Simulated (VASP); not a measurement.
ScAs4, 5 atoms in the cell. Symmetry: P6/mmm, No. 191, hexagonal system. Conventional cell: a = 5.534 Å, b = 5.534 Å, c = 5.204 Å, α = 90.00°, β = 90.00°, γ = 120.00°. Within 3.4 Å of Sc (site symmetry 6/mmm) lie 8 As at 2.60 to 2.77 Å. As (site symmetry mmm) has 2 Sc at 2.77 Å and 4 As at 2.77 Å within 3.6 Å. As (site symmetry 6/mmm) has 2 Sc at 2.60 Å within 3.4 Å. The cell was generated, and may not be a known phase.

```yaml
Program: VASP 6.6.1
Task: single point
Functional: PBE
Potentials_or_basis: VASP PAW PBE potentials, release 64 (Sc_sv, As)
Cutoff: 500 eV
k_mesh: 12 × 12 × 8
Occupations: gaussian, width 0.1 eV
Spin: no spin polarisation
Dipole_correction: no
Further_INCAR_settings: ALGO = Normal; EDIFF = 1e-06; NBANDS = 24
```

Potentials or basis: VASP PAW PBE potentials, release 64 (Sc_sv, As).

Command:

```bash
$ cat potpaw_PBE.64/Sc_sv/POTCAR potpaw_PBE.64/As/POTCAR > POTCAR
$ mpirun -np 1 vasp_std > vasp.out
```

Hardware: 1 thread of Oxide Virtual Turin-like Processor (shared host).

**Question.** How long does it take, and how much memory?

**Answer.** It took 8.6 min on 1 thread of Oxide Virtual Turin-like Processor (shared host), peak memory 0.38 GiB. Counts: scf iterations 15, k points 95.
